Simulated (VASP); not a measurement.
# MnSi (P2_13) in VASP: relaxation of the atoms with PBE

Aim: the relaxation of the atoms of MnSi with PBE.

Program: VASP 6.6.1. These are calculated values, not measurements. Logs are shortened: lines on timing, memory, paths and dates and some standing lists are left out, and cuts for length are marked.

## (1) The cell of the first run

Symmetry: P2_13, No. 198, cubic system. The conventional cell has a = 4.557 Å, b = 4.557 Å, c = 4.557 Å, α = 90.00°, β = 90.00°, γ = 90.00°. Mn (site symmetry 3) has 7 Si at 2.30 to 2.55 Å and 6 Mn at 2.79 Å within 3.0 Å. Within 3.0 Å of Si (site symmetry 3) lie 7 Mn at 2.30 to 2.55 Å and 6 Si at 2.82 Å.

## (2) Relaxation of the atoms, PBE (11.83 Å³/atom)

File INCAR:

```
PREC = Accurate ; ENCUT = 520
EDIFF = 1E-6 ; ISMEAR = 0
SIGMA = 0.05 ; LREAL = False
LASPH = True ; NELM = 60
ALGO = Fast ; ISIF = 2
LWAVE = False ; LCHARG = False
GGA = PE ; IBRION = 2
NSW = 60 ; EDIFFG = -0.01
```

File KPOINTS:

```
regular mesh
0
Gamma
  8 8 8
```

File POSCAR:

```
MnSi
1.0
    4.5565203520      0.0000000000      0.0000000000
    0.0000000000      4.5565203520      0.0000000000
    0.0000000000      0.0000000000      4.5565203520
Mn Si
4 4
Direct
    0.1365363635      0.1365363635      0.1365363635
    0.3634636365      0.8634636365      0.6365363635
    0.6365363635      0.3634636365      0.8634636365
    0.8634636365      0.6365363635      0.3634636365
    0.8454164726      0.8454164726      0.8454164726
    0.6545835274      0.1545835274      0.3454164726
    0.3454164726      0.6545835274      0.1545835274
    0.1545835274      0.3454164726      0.6545835274
```

Potentials or basis: VASP PAW PBE potentials, release 64 (Mn_pv, Si).

Run with:

```
$ cat potpaw_PBE.64/Mn_pv/POTCAR potpaw_PBE.64/Si/POTCAR > POTCAR
$ mpirun -np 1 vasp_std > vasp.out
```

OUTCAR:

```text
PREC = Accurate
   ENCUT = 520
   EDIFF = 1E-6
   ISMEAR = 0
   LREAL = False
   LASPH = True
   NELM = 60
   ISIF = 2
   GGA = PE
   IBRION = 2
   NSW = 60
   EDIFFG = -0.01

 ion  position               nearest neighbor table
   1  0.137  0.137  0.137-   5 2.30   6 2.39   7 2.39   8 2.39   6 2.55   7 2.55   8 2.55   3 2.79
                             4 2.79   2 2.79   2 2.79   4 2.79   3 2.79
   2  0.363  0.863  0.637-   6 2.30   5 2.39   7 2.39   8 2.39   8 2.55   5 2.55   7 2.55   1 2.79
                             1 2.79   3 2.79   3 2.79   4 2.79   4 2.79
   3  0.637  0.363  0.863-   7 2.30   6 2.39   5 2.39   8 2.39   8 2.55   5 2.55   6 2.55   1 2.79
                             4 2.79   2 2.79   2 2.79   4 2.79   1 2.79
   4  0.863  0.637  0.363-   8 2.30   6 2.39   7 2.39   5 2.39   6 2.55   7 2.55   5 2.55   1 2.79
                             3 2.79   2 2.79   1 2.79   2 2.79   3 2.79
   5  0.845  0.845  0.845-   1 2.30   2 2.39   3 2.39   4 2.39   2 2.55   3 2.55   4 2.55   6 2.82
                             7 2.82   8 2.82   6 2.82   8 2.82   7 2.82
   6  0.655  0.155  0.345-   2 2.30   1 2.39   3 2.39   4 2.39   4 2.55   1 2.55   3 2.55   8 2.82
                             5 2.82   5 2.82   7 2.82   7 2.82   8 2.82
   7  0.345  0.655  0.155-   3 2.30   2 2.39   1 2.39   4 2.39   4 2.55   1 2.55   2 2.55   8 2.82
                             5 2.82   8 2.82   6 2.82   6 2.82   5 2.82
   8  0.155  0.345  0.655-   4 2.30   2 2.39   3 2.39   1 2.39   2 2.55   3 2.55   1 2.55   7 2.82
                             5 2.82   7 2.82   5 2.82   6 2.82   6 2.82

  LATTYP: Found a simple cubic cell.
 ALAT       =     4.5565203520

  Lattice vectors:

 A1 = (   4.5565203520,   0.0000000000,   0.0000000000)
 A2 = (   0.0000000000,   4.5565203520,   0.0000000000)
 A3 = (   0.0000000000,   0.0000000000,   4.5565203520)

Analysis of symmetry for initial positions (statically):
=====================================================================
 Subroutine PRICEL returns:
 Original cell was already a primitive cell.

 Routine SETGRP: Setting up the symmetry group for a
 simple cubic supercell.

 Subroutine GETGRP returns: Found 12 space group operations
 (whereof  3 operations were pure point group operations)
 out of a pool of 48 trial point group operations.

The static configuration has the point symmetry C_3 .
 The point group associated with its full space group is T   .

Analysis of symmetry for dynamics (positions and initial velocities):
=====================================================================
 Subroutine PRICEL returns:
 Original cell was already a primitive cell.

 Routine SETGRP: Setting up the symmetry group for a
 simple cubic supercell.

 Subroutine GETGRP returns: Found 12 space group operations
 (whereof  3 operations were pure point group operations)
 out of a pool of 48 trial point group operations.

The dynamic configuration has the point symmetry C_3 .
 The point group associated with its full space group is T   .

 Subroutine INISYM returns: Found 12 space group operations
 (whereof  3 operations are pure point group operations),
 and found     1 'primitive' translations

----------------------------------------------------------------------------------------

                                     Primitive cell

  volume of cell :      94.6019

  direct lattice vectors                    reciprocal lattice vectors
     4.556520352  0.000000000  0.000000000     0.219465716  0.000000000  0.000000000
     0.000000000  4.556520352  0.000000000     0.000000000  0.219465716  0.000000000
     0.000000000  0.000000000  4.556520352     0.000000000  0.000000000  0.219465716

  length of vectors
     4.556520352  4.556520352  4.556520352     0.219465716  0.219465716  0.219465716

  position of ions in fractional coordinates (direct lattice)
     0.136536363  0.136536363  0.136536363
     0.363463637  0.863463637  0.636536363
     0.636536363  0.363463637  0.863463637
     0.863463637  0.636536363  0.363463637
     0.845416473  0.845416473  0.845416473
     0.654583527  0.154583527  0.345416473
     0.345416473  0.654583527  0.154583527
     0.154583527  0.345416473  0.654583527

  ion indices of the primitive-cell ions
   primitive index   ion index
                 1           1
                 2           2
                 3           3
                 4           4
                 5           5
                 6           6
                 7           7
                 8           8

----------------------------------------------------------------------------------------

 KPOINTS: regular mesh

Automatic generation of k-mesh.
 Grid dimensions read from file:
 generate k-points for:    8    8    8

 Generating k-lattice:

  Cartesian coordinates                     Fractional coordinates (reciprocal lattice)
     0.027433214  0.000000000  0.000000000     0.125000000  0.000000000  0.000000000
     0.000000000  0.027433214  0.000000000     0.000000000  0.125000000  0.000000000
     0.000000000  0.000000000  0.027433214     0.000000000  0.000000000  0.125000000

  Length of vectors
     0.027433214  0.027433214  0.027433214

  Shift w.r.t. Gamma in fractional coordinates (k-lattice)
     0.000000000  0.000000000  0.000000000

 Subroutine IBZKPT returns following result:
 ===========================================

 Found     45 irreducible k-points:

 Following reciprocal coordinates:
            Coordinates               Weight
  0.000000  0.000000  0.000000      1.000000
  0.125000  0.000000  0.000000      6.000000
  0.250000  0.000000  0.000000      6.000000
  0.375000  0.000000  0.000000      6.000000
  0.500000  0.000000  0.000000      3.000000
  0.125000  0.125000  0.000000     12.000000
[... 16 lines left out ...]
  0.250000  0.125000  0.125000     24.000000
  0.375000  0.125000  0.125000     24.000000
 [... further k-points ...]
   k-points           NKPTS =     45   k-points in BZ     NKDIM =     45   number of bands    NBANDS=     40
   number of dos      NEDOS =    301   number of ions     NIONS =      8
   total plane-waves  NPLWV =  46656
   dimension x,y,z NGX =    36 NGY =   36 NGZ =   36
   dimension x,y,z NGXF=    72 NGYF=   72 NGZF=   72
   ions per type =               4   4
   NGX,Y,Z   is equivalent  to a cutoff of  13.13, 13.13, 13.13 a.u.
   NGXF,Y,Z  is equivalent  to a cutoff of  26.27, 26.27, 26.27 a.u.
 SYSTEM =  unknown system
   PREC   = accura    normal or accurate (medium, high low for compatibility)
   ISTART =      0    job   : 0-new  1-cont  2-samecut
   ICHARG =      2    charge: 1-file 2-atom 10-const
   ISPIN  =      1    spin polarized calculation?
   LNONCOLLINEAR =      F non collinear calculations
   LSORBIT =      F    spin-orbit coupling
   LASPH  =      T    aspherical Exc in radial PAW
   ENCUT  =  520.0 eV  38.22 Ry    6.18 a.u.   8.47  8.47  8.47*2*pi/ulx,y,z
   NELM   =     60;   NELMIN=  2; NELMDL= -5     # of ELM steps
   EDIFF  = 0.1E-05   stopping-criterion for ELM
   LREAL  =      F    real-space projection
   EDIFFG = -.1E-01   stopping-criterion for IOM
   NSW    =     60    number of steps for IOM
   IBRION =      2    ionic relax: 0-MD 1-quasi-New 2-CG
   NFREE  =      1    steps in history (QN), initial steepest desc. (CG)
   ISIF   =      2    stress and relaxation
   ISYM   =      2    0-nonsym 1-usesym 2-fastsym
   POTIM  = 0.5000    time-step for ionic-motion
   TEBEG  =    0.0;   TEEND  =   0.0 temperature during run
   PSTRESS=    0.0 pullay stress
   NELECT =      68.0000    total number of electrons
   NUPDOWN=      -1.0000    fix difference up-down
   EMIN   =  10.00;   EMAX   =-10.00  energy-range for DOS
   EFERMI =   0.00;   METHOD = LEGACY
   ISMEAR =     0;   SIGMA  =   0.05  broadening in eV -4-tet -1-fermi 0-gaus
   EFERMI_NEDOS =   21; number of points for ismear=-14 and -15
   IALGO  =     68    algorithm
   IMIX   =      4    mixing-type and parameters
     AMIX     =   0.40;   BMIX     =  1.00
     AMIX_MAG =   1.60;   BMIX_MAG =  1.00
  volume/ion in A,a.u.               =      11.83        79.80
  Fermi-wavevector in a.u.,A,eV,Ry     =   1.466486  2.771256 29.260420  2.150580
  Thomas-Fermi vector in A             =   2.582217
   LORBIT       =      0    0 simple, 1 ext, 2 COOP (PROOUT), +10 PAW based schemes
   GGA     = PE    functional components
   LHFCALC =     F    Hartree Fock is set to
   AEXX    =    0.0000 exact exchange contribution
   IVDW    =     0    specifies the selected vdW correction
   LEPSILON=     F    determine dielectric tensor
   LRPA    =     F    only Hartree local field effects (RPA)
 conjugate gradient relaxation of ions
 non-spin polarized calculation
 RMM-DIIS sequential band-by-band and
 Gauss-broadening in eV      SIGMA  =   0.05
  energy-cutoff  :      520.00
  volume of cell :       94.60
 maximum number of plane-waves:      2564
 NGX is ok and might be reduce to    36
   NGX = 17   NGY = 17   NGZ = 17

--------------------------------------- Ionic step        1  -------------------------------------------

 number of electron      68.0000038 magnetization

 Free energy of the ion-electron system (eV)
  ---------------------------------------------------
  ext. energy  EPLUGINS =         0.00000000
  ---------------------------------------------------
  free energy    TOTEN  =       -61.11190062 eV

  energy without entropy =      -61.09896990  energy(sigma->0) =      -61.10543526

------------------------ aborting loop because EDIFF is reached ----------------------------------------

  FORCE on cell =-STRESS in cart. coord.  units (eV):
  Direction    XX          YY          ZZ          XY          YZ          ZX
  --------------------------------------------------------------------------------------
  -------------------------------------------------------------------------------------
  Total       -4.7096388     -4.7096388     -4.7096388      0.0000000     -0.0000000      0.0000000
  in kB      -79.7624050    -79.7624050    -79.7624050      0.0000000     -0.0000000      0.0000000
  external PRESSURE =     -79.7624050 kB  Pullay stress =       0.0000000 kB
[... 69 lines left out ...]
  energy  without entropy=      -61.0994879190  energy(sigma->0) =      -61.10595051

--------------------------------------- Ionic step        3  -------------------------------------------

 number of electron      68.0000018 magnetization

 Free energy of the ion-electron system (eV)
  ---------------------------------------------------
  ext. energy  EPLUGINS =         0.00000000
  ---------------------------------------------------
  free energy    TOTEN  =       -61.11248648 eV

  energy without entropy =      -61.09956397  energy(sigma->0) =      -61.10602523

 E-fermi :  10.6894     XC(G=0): -12.6968

 val. band max:       10.6892781459   @ k =   0.2500   0.0000   0.0000
 cond. band min:      10.7035163568   @ k =  -0.1250   0.3750   0.0000
 fundamental gap:      0.0142382109
 Fermi energy:        10.6893921291

 k-point     1 :       0.0000    0.0000    0.0000
  band No.  band energies     occupation
      1     -37.0755      2.00000
      2     -37.0755      2.00000
      3     -37.0755      2.00000
      4     -37.0334      2.00000
      5     -37.0334      2.00000
      6     -37.0334      2.00000
[... 1021 lines left out ...]
     39      12.6416      0.00000
     40      13.1411      0.00000

 [... further k-points ...]

------------------------ aborting loop because EDIFF is reached ----------------------------------------

  FORCE on cell =-STRESS in cart. coord.  units (eV):
  Direction    XX          YY          ZZ          XY          YZ          ZX
  --------------------------------------------------------------------------------------
  -------------------------------------------------------------------------------------
  Total       -4.6512295     -4.6512295     -4.6512295     -0.0000000     -0.0000000      0.0000000
  in kB      -78.7731851    -78.7731851    -78.7731851     -0.0000000     -0.0000000      0.0000000
  external PRESSURE =     -78.7731851 kB  Pullay stress =       0.0000000 kB
[... 23 lines left out ...]
  FREE ENERGIE OF THE ION-ELECTRON SYSTEM (eV)
  ---------------------------------------------------
  free  energy   TOTEN  =       -61.1124864812 eV

  energy  without entropy=      -61.0995639720  energy(sigma->0) =      -61.10602523

 reached required accuracy - stopping structural energy minimisation
```

Run time: 8.7 min. Hardware: 1 thread of Oxide Virtual Turin-like, shared host; peak memory 0.25 GiB.

Results:

```yaml
Free_energy: -61.1125 eV
Energy_gained_by_relaxing: 0.1 meV/atom
Ionic_steps: 3
Pressure_after_relaxing: -7.9 GPa
Largest_force_after_relaxing: 0.007 eV/Å
Band_gap_on_the_k_mesh: zero (bands 34 and 35 overlap by 0.46 eV)
```

Forces in eV/Å, atoms in the order of the input:
```
Mn   0.002  0.002  0.002
Mn  -0.002 -0.002  0.002
Mn   0.002 -0.002 -0.002
Mn  -0.002  0.002 -0.002
Si  -0.004 -0.004 -0.004
Si   0.004  0.004 -0.004
Si  -0.004  0.004  0.004
Si   0.004 -0.004  0.004
```

The path:
```tsv
step	energy change (eV)	largest force (eV/Å)	pressure (GPa)
1	0.0000	0.0601	-7.98
2	-0.0005	0.0204	-7.92
3	-0.0006	0.0072	-7.88
```

Final structure:
```cif
data_structure
_symmetry_space_group_name_H-M 'P 1'
_symmetry_Int_Tables_number 1
_cell_length_a 4.5565
_cell_length_b 4.5565
_cell_length_c 4.5565
_cell_angle_alpha 90.000
_cell_angle_beta 90.000
_cell_angle_gamma 90.000
_cell_volume 94.60
loop_
_atom_site_label
_atom_site_type_symbol
_atom_site_fract_x
_atom_site_fract_y
_atom_site_fract_z
_atom_site_occupancy
Mn1 Mn 0.13596 0.13596 0.13596 1
Mn2 Mn 0.36404 0.86404 0.63596 1
Mn3 Mn 0.63596 0.36404 0.86404 1
Mn4 Mn 0.86404 0.63596 0.36404 1
Si1 Si 0.84526 0.84526 0.84526 1
Si2 Si 0.65474 0.15474 0.34526 1
Si3 Si 0.34526 0.65474 0.15474 1
Si4 Si 0.15474 0.34526 0.65474 1
```

Caveat: the run has no spin polarisation, though such a crystal can be magnetic.
